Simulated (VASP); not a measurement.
# CuO (Cc) in VASP: single point with PBE

Aim: the single point of CuO with PBE.

Program: VASP 6.6.1. These are calculated values, not measurements. Logs are shortened: lines on timing, memory, paths and dates and some standing lists are left out, and cuts for length are marked.

### 1 The cell of the first run

The typed cell holds 4 atoms: a = 2.906 Å, b = 2.906 Å, c = 5.137 Å, α = 97.70°, β = 97.70°, γ = 72.30°.

### 2 Single point, PBE, collinear spin

INCAR

```
SYSTEM = CuO
  PREC = Accurate
  ENCUT = 520
  EDIFF = 1E-7
  ISMEAR = -1
  SIGMA = 0.05
  LREAL = .FALSE.
  LASPH = .TRUE.
  NELM = 150
  ALGO = Normal
  ISIF = 2
  LWAVE = .FALSE.
  LCHARG = .FALSE.
  ISPIN = 2
  MAGMOM = 1 1 0 0
  LORBIT = 11
  LMAXMIX = 4
  GGA = PE
  NBANDS = 29
  KPAR = 8
```

KPOINTS

```
Automatic mesh
0
G
  17 17 9
  0 0 0
```

POSCAR

```
CuO
1.0
    2.3463500000     -1.7141500000      0.0000000000
    2.3463500000      1.7141500000      0.0000000000
   -0.8519169640      0.0000000000      5.0658668050
Cu O
2 2
Direct
   -0.0054451712      0.4953048563      0.0051472886
    0.4953048563     -0.0054451712      0.5051472886
    0.5598899760      0.4294503389      0.2550527114
    0.4294503389      0.5598899760      0.7550527114
```

Potentials or basis: VASP PAW PBE potentials, release 64 (Cu, O).

Started as:

```bash
$ cat potpaw_PBE.64/Cu/POTCAR potpaw_PBE.64/O/POTCAR > POTCAR
$ mpirun -np 8 vasp_std > vasp.out
```

OUTCAR:

```text
SYSTEM = CuO
   PREC = Accurate
   ENCUT = 520
   EDIFF = 1E-7
   ISMEAR = -1
   LREAL = .FALSE.
   LASPH = .TRUE.
   NELM = 150
   ISIF = 2
   ISPIN = 2
   LORBIT = 11
   GGA = PE

 ion  position               nearest neighbor table
   1  0.995  0.495  0.005-   3 1.92   4 1.92   4 1.98   3 1.98
   2  0.495  0.995  0.505-   4 1.92   3 1.92   3 1.98   4 1.98
   3  0.560  0.429  0.255-   1 1.92   2 1.92   2 1.98   1 1.98
   4  0.429  0.560  0.755-   2 1.92   1 1.92   1 1.98   2 1.98

  LATTYP: Found a base centered monoclinic cell.
 ALAT       =     4.6927000000
 B/A-ratio  =     0.7305602318
 C/A-ratio  =     1.0946789695
 COS(beta)  =    -0.1658393934

  Lattice vectors:

 A1 = (   2.3463500000,  -1.7141500000,   0.0000000000)
 A2 = (   2.3463500000,   1.7141500000,   0.0000000000)
 A3 = (  -0.8519169640,   0.0000000000,   5.0658668050)

Analysis of symmetry for initial positions (statically):
=====================================================================
 Subroutine PRICEL returns:
 Original cell was already a primitive cell.

 Routine SETGRP: Setting up the symmetry group for a
 base centered monoclinic supercell.

 Subroutine GETGRP returns: Found  2 space group operations
 (whereof  1 operations were pure point group operations)
 out of a pool of  4 trial point group operations.

The static configuration has the point symmetry C_1 .
 The point group associated with its full space group is C_1h.

Analysis of symmetry for dynamics (positions and initial velocities):
=====================================================================
 Subroutine PRICEL returns:
 Original cell was already a primitive cell.

 Routine SETGRP: Setting up the symmetry group for a
 base centered monoclinic supercell.

 Subroutine GETGRP returns: Found  2 space group operations
 (whereof  1 operations were pure point group operations)
 out of a pool of  4 trial point group operations.

The dynamic configuration has the point symmetry C_1 .
 The point group associated with its full space group is C_1h.

Analysis of structural, dynamic, and magnetic symmetry:
=====================================================================
 Subroutine PRICEL returns:
 Original cell was already a primitive cell.

 Routine SETGRP: Setting up the symmetry group for a
 base centered monoclinic supercell.

 Subroutine GETGRP returns: Found  2 space group operations
 (whereof  1 operations were pure point group operations)
 out of a pool of  4 trial point group operations.

The overall configuration has the point symmetry C_1 .
[... 133 lines left out ...]
   LEPSILON=     F    determine dielectric tensor
   LRPA    =     F    only Hartree local field effects (RPA)
 spin polarized calculation
  energy-cutoff  :      520.00
  volume of cell :       40.75
 maximum number of plane-waves:      1129
 NGX is ok and might be reduce to    24
   NGX = 11   NGY = 11   NGZ = 19

 number of electron      34.0000009 magnetization      -0.0001438

 number of electron      34.0000009 magnetization       0.0000311

 Free energy of the ion-electron system (eV)
  ---------------------------------------------------
  ext. energy  EPLUGINS =         0.00000000
  ---------------------------------------------------
  free energy    TOTEN  =       -19.55103478 eV

  energy without entropy =      -19.53312500  energy(sigma->0) =      -19.54207989

 E-fermi :   5.6935     XC(G=0): -11.8755

 val. band max:        5.6911543362   @ k =  -0.3529  -0.3529   0.4444
 cond. band min:       5.6939945540   @ k =  -0.3529   0.0588   0.1111
 fundamental gap:      0.0028402178
 Fermi energy:         5.6934577163

 spin component 1

 k-point     1 :       0.0000    0.0000    0.0000
  band No.  band energies     occupation
      1     -14.2838      1.00000
      2     -12.9387      1.00000
      3      -2.5215      1.00000
      4       0.0754      1.00000
      5       0.4951      1.00000
      6       2.2998      1.00000
[... 757 lines left out ...]
     28      24.9726      0.00000
     29      26.5854      0.00000

 [... further k-points ...]

 spin component 2

 k-point     1 :       0.0000    0.0000    0.0000
  band No.  band energies     occupation
      1     -14.2838      1.00000
      2     -12.9387      1.00000
      3      -2.5215      1.00000
      4       0.0754      1.00000
      5       0.4951      1.00000
      6       2.2998      1.00000
[... 757 lines left out ...]
     28      24.9726      0.00000
     29      26.5854      0.00000

 [... further k-points ...]

------------------------ aborting loop because EDIFF is reached ----------------------------------------

  FORCE on cell =-STRESS in cart. coord.  units (eV):
  Direction    XX          YY          ZZ          XY          YZ          ZX
  --------------------------------------------------------------------------------------
  -------------------------------------------------------------------------------------
  Total        1.4296279      2.1288390      1.8021445      0.0000000      0.0000000      0.3095781
  in kB       56.2093051     83.7004937     70.8557025      0.0000000      0.0000000     12.1718168
  external PRESSURE =      70.2551671 kB  Pullay stress =       0.0000000 kB

 VOLUME and BASIS-vectors are now :
 -----------------------------------------------------------------------------
  energy-cutoff  :      520.00
  volume of cell :       40.75
      direct lattice vectors                 reciprocal lattice vectors
     2.346350000 -1.714150000  0.000000000     0.213096938 -0.291689759  0.035836097
     2.346350000  1.714150000  0.000000000     0.213096938  0.291689759  0.035836097
    -0.851916964  0.000000000  5.065866805     0.000000000  0.000000000  0.197399584

 POSITION                                       TOTAL-FORCE (eV/Angst)
 -----------------------------------------------------------------------------------
      3.49135     -0.85579      0.02608        -0.003997     -0.003470     -0.002074
      3.06539      0.85579      2.55901        -0.003997      0.003470     -0.002074
      2.10405     -0.22359      1.29206         0.003997     -0.055308      0.002074
      1.67810      0.22359      3.82500         0.003997      0.055308      0.002074
 -----------------------------------------------------------------------------------
    total drift:                                0.000437      0.000000      0.000320

  FREE ENERGIE OF THE ION-ELECTRON SYSTEM (eV)
  ---------------------------------------------------
  free  energy   TOTEN  =       -19.5510347802 eV

  energy  without entropy=      -19.5331250043  energy(sigma->0) =      -19.54207989

 total charge

# of ion       s       p       d       tot
------------------------------------------
    1        0.386   0.393   9.140   9.919
    2        0.386   0.393   9.140   9.919
    3        1.577   3.387   0.000   4.964
    4        1.577   3.387   0.000   4.964
--------------------------------------------------
tot          3.926   7.558  18.281  29.765

 magnetization (x)

# of ion       s       p       d       tot
------------------------------------------
    1       -0.000   0.000   0.000   0.000
    2       -0.000   0.000   0.000   0.000
    3        0.000  -0.000   0.000   0.000
    4        0.000  -0.000   0.000   0.000
--------------------------------------------------
tot         -0.000   0.000   0.000   0.000
```

OSZICAR:

```text
N       E                     dE             d eps       ncg     rms          rms(c)
DAV:   1     0.297453578458E+03    0.29745E+03   -0.15885E+04 89116   0.187E+03
DAV:   2     0.112966444450E+02   -0.28616E+03   -0.25784E+03 82243   0.372E+02
DAV:   3    -0.245937920909E+02   -0.35890E+02   -0.33517E+02 91284   0.137E+02
DAV:   4    -0.256829739587E+02   -0.10892E+01   -0.10819E+01 99760   0.266E+01
DAV:   5    -0.257011990374E+02   -0.18225E-01   -0.18224E-01 95787   0.321E+00    0.182E+01
DAV:   6    -0.223577109438E+02    0.33435E+01   -0.26735E+01110475   0.134E+02    0.160E+01
DAV:   7    -0.194687234798E+02    0.28890E+01   -0.78771E+00 99837   0.987E+01    0.281E+00
DAV:   8    -0.195565685608E+02   -0.87845E-01   -0.11820E+00 97502   0.786E+00    0.141E+00
DAV:   9    -0.195481280421E+02    0.84405E-02   -0.39784E-02117605   0.394E+00    0.309E-01
DAV:  10    -0.195508948130E+02   -0.27668E-02   -0.49046E-03116845   0.918E-01    0.130E-01
DAV:  11    -0.195509774365E+02   -0.82623E-04   -0.43025E-04118562   0.259E-01    0.519E-02
DAV:  12    -0.195510200508E+02   -0.42614E-04   -0.36578E-05117621   0.112E-01    0.282E-02
DAV:  13    -0.195510378698E+02   -0.17819E-04   -0.16464E-05113048   0.610E-02    0.217E-02
DAV:  14    -0.195510346369E+02    0.32329E-05   -0.82493E-06124274   0.361E-02    0.392E-03
DAV:  15    -0.195510348583E+02   -0.22141E-06   -0.33448E-07 86500   0.839E-03    0.236E-03
DAV:  16    -0.195510347802E+02    0.78163E-07   -0.59459E-08 63625   0.588E-03
   1 F= -.19551035E+02 E0= -.19542080E+02  d E =-.179098E-01  mag=     0.0000
```

Wall time 1.9 min (8 MPI ranks of Intel Xeon Platinum 8559C (Emerald Rapids), shared host); peak memory 1.1 GiB.

Results:

```
Free energy                                           : -19.5510 eV
Pressure                                              : 7.0 GPa
Largest force                                         : 0.055 eV/Å
Band gap on the k mesh                                : zero (filled and empty bands overlap)
Net moment                                            : 0.00 μB per cell
Valence electrons inside the program's atomic spheres : Cu 9.92; O 4.96
```

Forces in eV/Å, atoms in the order of the input:
```
Cu  -0.004 -0.003 -0.002
Cu  -0.004  0.003 -0.002
O    0.004 -0.055  0.002
O    0.004  0.055  0.002
```

Stress tensor (GPa, compression positive):
```
5.62 0.00 1.22
0.00 8.37 0.00
1.22 0.00 7.09
```

Levels at points of the mesh, in eV from the Fermi level:
Spin up:
```tsv
k point	band 14	band 15	band 16	band 17	band 18	band 19	band 20	band 21
(0.00, 0.00, 0.00)	-2.29	-2.22	-1.71	0.20	0.94	1.75	6.11	8.07
```
Spin down:
```tsv
k point	band 15	band 16	band 17	band 18	band 19	band 20
(0.00, 0.00, 0.00)	-2.22	-1.71	0.20	0.94	1.75	6.11
```

Caveat: the cell stands under pressure; semilocal functionals often make such compounds metallic where correlation or magnetic order opens a gap, which also shifts bond lengths.
